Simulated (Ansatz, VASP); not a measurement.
**BaTiO3 in VASP and in Ansatz**

The input POSCAR:

```
BaTiO3
1.0
    3.9903792100      0.0000000000      0.0000000000
    0.0000000000      3.9903792100      0.0000000000
    0.0000000000      0.0000000000      4.1026553900
Ba Ti O
1 1 3
Direct
    0.5000000000      0.5000000000      0.5825414600
    0.0000000000      0.0000000000      0.1000427000
    0.0000000000      0.5000000000      0.0642205400
    0.5000000000      0.0000000000      0.0642205400
    0.0000000000      0.0000000000      0.5489717500
```

The input INCAR.step1:

```
SYSTEM = BaTiO3
PREC = Accurate
ENCUT = 660
ISMEAR = 0
SIGMA = 0.1
LREAL = .FALSE.
LASPH = .TRUE.
NELM = 200
ISPIN = 2
MAGMOM = 0 1 0 0 0
LMAXMIX = 4
NBANDS = 32
GGA = PE
ALGO = Normal
EDIFF = 1E-5
LWAVE = .TRUE.
LCHARG = .FALSE.
GGA_COMPAT = .FALSE.
```

INCAR.step2

```
SYSTEM = BaTiO3
PREC = Accurate
ENCUT = 660
EDIFF = 1E-6
ISMEAR = 0
SIGMA = 0.1
LREAL = .FALSE.
LASPH = .TRUE.
NELM = 200
ALGO = Normal
ISIF = 2
LWAVE = .FALSE.
LCHARG = .FALSE.
ISPIN = 2
MAGMOM = 0 1 0 0 0
LORBIT = 11
LMAXMIX = 4
METAGGA = R2SCAN
LMIXTAU = .TRUE.
NBANDS = 32
ISTART = 1
GGA_COMPAT = .FALSE.
```

KPOINTS

```
Automatic mesh
0
G
  4 4 4
  0 0 0
```

Input for Ansatz:

```yaml
crystal:
  lattice:
    - [3.99037921, 0.0, 0.0]
    - [0.0, 3.99037921, 0.0]
    - [0.0, 0.0, 4.10265539]
  atoms:
    - { symbol: Ba, position: [0.5, 0.5, 0.58254146] }
    - { symbol: Ti, position: [0.0, 0.0, 0.1000427], spin: 1.0 }
    - { symbol: O, position: [0.0, 0.5, 0.06422054] }
    - { symbol: O, position: [0.5, 0.0, 0.06422054] }
    - { symbol: O, position: [0.0, 0.0, 0.54897175] }
basis:
  ecutwfc: 500
kpoints:
  mp_grid: { grid: [4, 4, 4] }
hamiltonian:
  xc: r2scan
scf:
  occupations: { method: gaussian, width: 0.1 }
  lower_state_search: "off"
output:
  forces: true
  stress: true
  eigenvalues: true
  populations: true
magnetization:
  spin_polarized: true
```

Alike in both runs: task single point; functional r2SCAN; k mesh 4 × 4 × 4; occupations gaussian, width 0.1 eV; collinear spin.

```csv
,VASP,Ansatz
version,VASP 6.6.1,Ansatz 0.2.0
potentials or method,"VASP PAW PBE potentials, release 64 (Ba_sv, Ti_sv, O), cutoff 660 eV","scalar-relativistic, plane waves, PAW"
valence electrons in the cell,40,40
```

|  | VASP | Ansatz | Ansatz less VASP |
| --- | --- | --- | --- |
| gap on the k mesh at the Fermi level (eV) | 2.17 | 2.19 | +0.017 |
| least direct gap on the mesh (eV) | 2.63 | 2.62 | -0.014 |
| pressure (GPa) | -0.1 | -1.8 | -1.68 |
| traceless stress, the component that is largest in VASP (GPa) | 0.11 | 0.04 | -0.076 |
| rms of the force components (eV/Å) | 0.027 | 0.079 | +0.0519 |
| net moment per atom (μB) | 0.00 | 0.00 | 0.000 |

VASP's potentials were made for PBE, not for r2SCAN. Atom by atom the forces differ by 0.053 eV/Å (rms over components). With one functional, cell and mesh, what is left measures potentials, basis and numerics. Ansatz's warnings: seeded moment not kept, stability check not made.

Neither program's run includes spin-orbit coupling.
